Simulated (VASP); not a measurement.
# SnSe2 (Cm) in VASP: a series of runs

Runs on SnSe2. Level: PBEsol. Tasks: single point.

Everything below comes from runs of VASP 6.6.1. Logs are shortened: lines on timing, memory, paths and dates and some standing lists are left out, and cuts for length are marked.

### 1 The cell of the first run

Symmetry: Cm, No. 8, monoclinic system. Conventional cell: a = 6.615 Å, b = 3.819 Å, c = 6.146 Å, α = 90.00°, β = 90.00°, γ = 90.00°. Within 3.5 Å of Sn (site symmetry m) lie 6 Se at 2.62 to 2.82 Å. Se (site symmetry m) has 3 Sn at 2.72 to 2.82 Å within 3.6 Å. Within 3.5 Å of Se (site symmetry m) lie 3 Sn at 2.62 to 2.72 Å.

### 2 Single point, PBEsol

Input file INCAR:

```
SYSTEM = SnSe2
PREC = Accurate
ENCUT = 520
EDIFF = 1E-7
ISMEAR = 0
SIGMA = 0.05
LREAL = .False.
LASPH = .True.
NELM = 80
ALGO = Normal
ISIF = 2
LWAVE = .False.
LCHARG = .False.
GGA = PS
NBANDS = 20
```

Input file KPOINTS:

```
regular mesh
0
Gamma
  12 12 6
  0 0 0
```

Input file POSCAR:

```
SnSe2
1.0
    3.8189235629      0.0000000000      0.0000000000
   -1.9094617815      3.3072848206      0.0000000000
    0.0000000000      0.0000000000      6.1455711062
Sn Se
1 2
Direct
    0.0000000000      0.0000000000      0.0000000000
    0.3456061805      0.6912123609      0.2675734267
    0.6789395138      0.3578790276      0.7514302135
```

Potentials or basis: VASP PAW PBE potentials, release 64 (Sn_d, Se).

Command:

```sh
cat potpaw_PBE.64/Sn_d/POTCAR potpaw_PBE.64/Se/POTCAR > POTCAR
mpirun -np 1 vasp_std > vasp.out
```

OUTCAR:

```text
SYSTEM = SnSe2
   PREC = Accurate
   ENCUT = 520
   EDIFF = 1E-7
   ISMEAR = 0
   LREAL = .False.
   LASPH = .True.
   NELM = 80
   ISIF = 2
   GGA = PS

 ion  position               nearest neighbor table
   1  0.000  0.000  0.000-   3 2.62   3 2.72   3 2.72   2 2.72   2 2.72   2 2.82
   2  0.346  0.691  0.268-   1 2.72   1 2.72   1 2.82
   3  0.679  0.358  0.751-   1 2.62   1 2.72   1 2.72

  LATTYP: Found a hexagonal cell.
 ALAT       =     3.8189235629
 C/A-ratio  =     1.6092417156

  Lattice vectors:

 A1 = (   3.8189235629,   0.0000000000,   0.0000000000)
 A2 = (  -1.9094617815,   3.3072848206,   0.0000000000)
 A3 = (   0.0000000000,   0.0000000000,   6.1455711062)

Analysis of symmetry for initial positions (statically):
=====================================================================
 Subroutine PRICEL returns:
 Original cell was already a primitive cell.

 Routine SETGRP: Setting up the symmetry group for a
 hexagonal supercell.

 Subroutine GETGRP returns: Found  2 space group operations
 (whereof  2 operations were pure point group operations)
 out of a pool of 24 trial point group operations.

The static configuration has the point symmetry C_1h.

Analysis of symmetry for dynamics (positions and initial velocities):
=====================================================================
 Subroutine PRICEL returns:
 Original cell was already a primitive cell.

 Routine SETGRP: Setting up the symmetry group for a
 hexagonal supercell.

 Subroutine GETGRP returns: Found  2 space group operations
 (whereof  2 operations were pure point group operations)
 out of a pool of 24 trial point group operations.

The dynamic configuration has the point symmetry C_1h.

 Subroutine INISYM returns: Found  2 space group operations
 (whereof  2 operations are pure point group operations),
 and found     1 'primitive' translations

----------------------------------------------------------------------------------------

                                     Primitive cell

  volume of cell :      77.6202

  direct lattice vectors                    reciprocal lattice vectors
     3.818923563  0.000000000  0.000000000     0.261853892  0.151181415  0.000000000
    -1.909461781  3.307284821  0.000000000     0.000000000  0.302362831  0.000000000
[... 76 lines left out ...]
   NGXF,Y,Z  is equivalent  to a cutoff of  24.38, 24.38, 25.97 a.u.
 SYSTEM =  SnSe2
   PREC   = accura    normal or accurate (medium, high low for compatibility)
   ISTART =      0    job   : 0-new  1-cont  2-samecut
   ICHARG =      2    charge: 1-file 2-atom 10-const
   ISPIN  =      1    spin polarized calculation?
   LNONCOLLINEAR =      F non collinear calculations
   LSORBIT =      F    spin-orbit coupling
   LASPH  =      T    aspherical Exc in radial PAW
   ENCUT  =  520.0 eV  38.22 Ry    6.18 a.u.   7.10  7.10 11.43*2*pi/ulx,y,z
   NELM   =     80;   NELMIN=  2; NELMDL= -5     # of ELM steps
   EDIFF  = 0.1E-06   stopping-criterion for ELM
   LREAL  =      F    real-space projection
   EDIFFG = 0.1E-05   stopping-criterion for IOM
   NSW    =      0    number of steps for IOM
   IBRION =     -1    ionic relax: 0-MD 1-quasi-New 2-CG
   NFREE  =      0    steps in history (QN), initial steepest desc. (CG)
   ISIF   =      2    stress and relaxation
   ISYM   =      2    0-nonsym 1-usesym 2-fastsym
   POTIM  = 0.5000    time-step for ionic-motion
   TEBEG  =    0.0;   TEEND  =   0.0 temperature during run
   PSTRESS=    0.0 pullay stress
   NELECT =      26.0000    total number of electrons
   NUPDOWN=      -1.0000    fix difference up-down
   EMIN   =  10.00;   EMAX   =-10.00  energy-range for DOS
   EFERMI =   0.00;   METHOD = LEGACY
   ISMEAR =     0;   SIGMA  =   0.05  broadening in eV -4-tet -1-fermi 0-gaus
   EFERMI_NEDOS =   21; number of points for ismear=-14 and -15
   IALGO  =     38    algorithm
   IMIX   =      4    mixing-type and parameters
     AMIX     =   0.40;   BMIX     =  1.00
     AMIX_MAG =   1.60;   BMIX_MAG =  1.00
  volume/ion in A,a.u.               =      25.87       174.60
  Fermi-wavevector in a.u.,A,eV,Ry     =   1.136949  2.148522 17.587614  1.292653
  Thomas-Fermi vector in A             =   2.273654
   LORBIT       =      0    0 simple, 1 ext, 2 COOP (PROOUT), +10 PAW based schemes
   GGA     = PS    functional components
   LHFCALC =     F    Hartree Fock is set to
   AEXX    =    0.0000 exact exchange contribution
   IVDW    =     0    specifies the selected vdW correction
   LEPSILON=     F    determine dielectric tensor
   LRPA    =     F    only Hartree local field effects (RPA)
 non-spin polarized calculation
 Gauss-broadening in eV      SIGMA  =   0.05
  energy-cutoff  :      520.00
  volume of cell :       77.62
 maximum number of plane-waves:      2121
   NGX = 15   NGY = 15   NGZ = 23

 number of electron      26.0000005 magnetization

 Free energy of the ion-electron system (eV)
  ---------------------------------------------------
  ext. energy  EPLUGINS =         0.00000000
  ---------------------------------------------------
  free energy    TOTEN  =       -12.94072679 eV

  energy without entropy =      -12.94072679  energy(sigma->0) =      -12.94072679

 E-fermi :   4.3330     XC(G=0):  -9.6582

 val. band max:        4.0821827160   @ k =   0.0833   0.0833   0.0000
 cond. band min:       4.5394159253   @ k =  -0.4167  -0.0000   0.3333
 fundamental gap:      0.4572332093
 Fermi energy:         4.3330024849

 k-point     1 :       0.0000    0.0000    0.0000
  band No.  band energies     occupation
      1     -17.1399      2.00000
      2     -17.1346      2.00000
      3     -17.0975      2.00000
      4     -17.0862      2.00000
      5     -17.0850      2.00000
      6      -9.8691      2.00000
[... 541 lines left out ...]
     19      12.8298      0.00000
     20      14.1048      0.00000

 [... further k-points ...]
[... 5 lines left out ...]
  --------------------------------------------------------------------------------------
  -------------------------------------------------------------------------------------
  Total        0.0160689      0.3202468      0.1567230     -0.0000000      0.2201450     -0.0000000
  in kB        0.3316821      6.6102917      3.2349566     -0.0000000      4.5440666     -0.0000000
  external PRESSURE =       3.3923101 kB  Pullay stress =       0.0000000 kB

 VOLUME and BASIS-vectors are now :
 -----------------------------------------------------------------------------
  energy-cutoff  :      520.00
  volume of cell :       77.62
      direct lattice vectors                 reciprocal lattice vectors
     3.818923563  0.000000000  0.000000000     0.261853892  0.151181415  0.000000000
    -1.909461781  3.307284821  0.000000000     0.000000000  0.302362831  0.000000000
     0.000000000  0.000000000  6.145571106     0.000000000  0.000000000  0.162718807

 POSITION                                       TOTAL-FORCE (eV/Angst)
 -----------------------------------------------------------------------------------
      0.00000      0.00000      0.00000        -0.000000      0.441478      0.881795
      0.00000      2.28604      1.64439         0.000000     -0.144468     -0.371296
      1.90946      1.18361      4.61797         0.000000     -0.297010     -0.510499
 -----------------------------------------------------------------------------------
    total drift:                               -0.000000      0.000067     -0.000023

  FREE ENERGIE OF THE ION-ELECTRON SYSTEM (eV)
  ---------------------------------------------------
  free  energy   TOTEN  =       -12.9407267900 eV

  energy  without entropy=      -12.9407267900  energy(sigma->0) =      -12.94072679
```

It took 5.1 min on 1 thread of Intel Xeon Platinum 8259CL at 2.50GHz (Skylake/Cascade Lake), shared host; peak memory 0.46 GiB.

What came out:

```yaml
Free_energy: -12.9407 eV
Pressure: 0.3 GPa
Largest_force: 0.986 eV/Å
Band_gap_on_the_k_mesh: 0.46 eV, indirect (least direct gap 0.90 eV)
```

Forces in eV/Å, atoms in the order of the input:
```
Sn   0.000  0.441  0.882
Se   0.000 -0.144 -0.371
Se   0.000 -0.297 -0.510
```

Stress tensor (GPa, compression positive):
```
0.03 0.00 0.00
0.00 0.66 0.45
0.00 0.45 0.32
```

Levels at points of the mesh, in eV from the valence-band top:
```
           k point  band 9  band 10  band 11  band 12  band 13  band 14  band 15  band 16  band 17  band 18
(0.00, 0.00, 0.00)   -0.88    -0.66    -0.35    -0.19    -0.11     0.80     2.92     4.51     4.57     7.93
(0.50, 0.00, 0.00)   -4.43    -3.10    -2.61    -1.48    -0.30     1.05     3.52     5.00     5.25     6.78
(0.00, 0.50, 0.00)   -4.38    -3.10    -2.59    -1.48    -0.31     1.09     3.54     5.09     5.10     6.81
(0.00, 0.00, 0.50)   -2.32    -0.92    -0.76    -0.18    -0.04     2.30     2.89     4.20     4.28     7.58
(0.50, 0.00, 0.50)   -4.95    -2.40    -2.08    -0.98    -0.75     0.60     3.91     4.50     5.58     6.14
(0.00, 0.50, 0.50)   -4.91    -2.38    -2.08    -0.97    -0.78     0.60     3.93     4.56     5.63     6.02
```

Caveat: the cell differs from its parent crystal (all Se atoms moved -0.100 Å, as atom 2 towards its neighbour atom 1 (Sn) at 2.716 Å); the PAW data sets were made with another functional, which shifts forces and pressure a little; spin-orbit coupling is left out, which moves the levels of the heavy elements; this functional lacks dispersion, which binds the layers, so the pressure and a relaxed spacing across them are unreliable.

### 3 Single point, PBEsol

Input file INCAR:

```
SYSTEM = SnSe2
ALGO = Normal
EDIFF = 1E-6
ENCUT = 520
GGA = PS
ISIF = 2
ISMEAR = 0
LASPH = .True.
LCHARG = .False.
LREAL = .False.
LWAVE = .False.
NBANDS = 20
NELM = 80
PREC = Accurate
SIGMA = 0.05
```

Input file KPOINTS:

```
k-points
0
Gamma
  12 12 6
  0 0 0
```

Input file POSCAR:

```
SnSe2
1.0
    3.8189235629      0.0000000000      0.0000000000
   -1.9094617815      3.3072848206      0.0000000000
    0.0000000000      0.0000000000      6.1455711062
Sn Se
1 2
Direct
    0.0000000000      0.0000000000      0.0000000000
    0.3241286980      0.6482573960      0.2509452415
    0.6574620313      0.3149240627      0.7348020283
```

Potentials or basis: VASP PAW PBE potentials, release 64 (Sn_d, Se).

Command:

```sh
cat potpaw_PBE.64/Sn_d/POTCAR potpaw_PBE.64/Se/POTCAR > POTCAR
mpirun -np 1 vasp_std > vasp.out
```

It took 5 min on 1 thread of Intel Xeon Platinum 8259CL at 2.50GHz (Skylake/Cascade Lake), shared host; peak memory 0.46 GiB.

It converged, with:

```
Free energy            : -12.9597 eV
Pressure               : 0.2 GPa
Largest force          : 0.734 eV/Å
Band gap on the k mesh : 0.47 eV, indirect (least direct gap 0.94 eV)
```

Forces on the atoms (eV/Å):
```
Sn   0.000 -0.325 -0.658
Se   0.000  0.205  0.377
Se   0.000  0.120  0.281
```

Stress tensor (GPa, compression positive):
```
0.07 0.00 0.00
0.00 0.42 0.26
0.00 0.26 0.26
```

Levels at points of the mesh, in eV from the valence-band top:
```
           k point  band 11  band 12  band 13  band 14  band 15  band 16
(0.00, 0.00, 0.00)    -0.36    -0.23    -0.13     0.81     2.93     4.53
(0.50, 0.00, 0.00)    -2.59    -1.47    -0.30     1.07     3.53     5.02
(0.00, 0.50, 0.00)    -2.58    -1.48    -0.31     1.09     3.55     5.10
(0.00, 0.00, 0.50)    -0.75    -0.18    -0.09     2.35     2.87     4.22
(0.50, 0.00, 0.50)    -2.07    -0.97    -0.77     0.61     3.92     4.52
(0.00, 0.50, 0.50)    -2.07    -0.97    -0.78     0.61     3.93     4.55
```

Caveat: the cell differs from its parent crystal (all Se atoms moved +0.075 Å, as atom 2 towards its neighbour atom 1 (Sn) at 2.716 Å); the PAW data sets were made with another functional, which shifts forces and pressure a little; spin-orbit coupling is left out, which moves the levels of the heavy elements; this functional lacks dispersion, which binds the layers, so the pressure and a relaxed spacing across them are unreliable. A k mesh can miss the band edges.

### 4 Single point, PBEsol

Input file INCAR:

```
PREC = Accurate
ENCUT = 520
EDIFF = 1E-6
ISMEAR = 0
SIGMA = 0.05
LREAL = False
LASPH = True
NELM = 100
ALGO = Normal
ISIF = 2
LWAVE = False
LCHARG = True
GGA = PS
LELF = True
LVHAR = True
NBANDS = 20
```

Input file KPOINTS:

```
regular mesh
0
Gamma
  12 12 6
```

Input file POSCAR:

```
SnSe2
1.0
    3.8189235629      0.0000000000      0.0000000000
   -1.9094617815      3.3072848206      0.0000000000
    0.0000000000      0.0000000000      6.1455711062
Sn Se
1 2
Direct
    0.0000000000      0.0000000000      0.0000000000
    0.3394697569      0.6789395138      0.2628225167
    0.6728030902      0.3456061805      0.7466793035
```

Command:

```sh
cat potpaw_PBE.64/Sn_d/POTCAR potpaw_PBE.64/Se/POTCAR > POTCAR
mpirun -np 1 vasp_std > vasp.out
```

It took 4.7 min on 1 thread of Intel Xeon Platinum 8259CL at 2.50GHz (Skylake/Cascade Lake), shared host; peak memory 0.46 GiB.

Results (log left out):

| Item | Value |
| --- | --- |
| Free energy | -12.9732 eV |
| Pressure | 0.2 GPa |
| Largest force | 0.486 eV/Å |
| Band gap on the k mesh | 0.47 eV, indirect (least direct gap 0.96 eV) |

Forces in eV/Å, atoms in the order of the input:
```
Sn   0.000  0.214  0.437
Se   0.000 -0.088 -0.186
Se   0.000 -0.126 -0.251
```

Stress tensor (GPa, compression positive):
```
0.08 0.00 0.00
0.00 0.24 0.11
0.00 0.11 0.20
```

Levels at points of the mesh, in eV from the valence-band top:
| k point | band 9 | band 10 | band 11 | band 12 | band 13 | band 14 | band 15 | band 16 | band 17 | band 18 |
| --- | --- | --- | --- | --- | --- | --- | --- | --- | --- | --- |
| (0.00, 0.00, 0.00) | -0.71 | -0.63 | -0.37 | -0.29 | -0.14 | 0.82 | 2.93 | 4.54 | 4.56 | 7.95 |
| (0.50, 0.00, 0.00) | -4.42 | -3.09 | -2.57 | -1.47 | -0.31 | 1.08 | 3.55 | 5.04 | 5.18 | 6.79 |
| (0.00, 0.50, 0.00) | -4.41 | -3.09 | -2.57 | -1.48 | -0.31 | 1.09 | 3.55 | 5.10 | 5.10 | 6.79 |
| (0.00, 0.00, 0.50) | -2.31 | -0.79 | -0.74 | -0.18 | -0.13 | 2.38 | 2.84 | 4.24 | 4.26 | 7.59 |
| (0.50, 0.00, 0.50) | -4.95 | -2.36 | -2.07 | -0.97 | -0.78 | 0.61 | 3.93 | 4.53 | 5.62 | 6.06 |
| (0.00, 0.50, 0.50) | -4.94 | -2.35 | -2.07 | -0.96 | -0.78 | 0.61 | 3.94 | 4.55 | 5.64 | 6.03 |

Caveat: the cell differs from its parent crystal (all Se atoms moved -0.050 Å, as atom 2 towards its neighbour atom 1 (Sn) at 2.716 Å); the PAW data sets were made with another functional, which shifts forces and pressure a little; spin-orbit coupling is left out, which moves the levels of the heavy elements; this functional lacks dispersion, which binds the layers, so the pressure and a relaxed spacing across them are unreliable. A k mesh can miss the band edges.
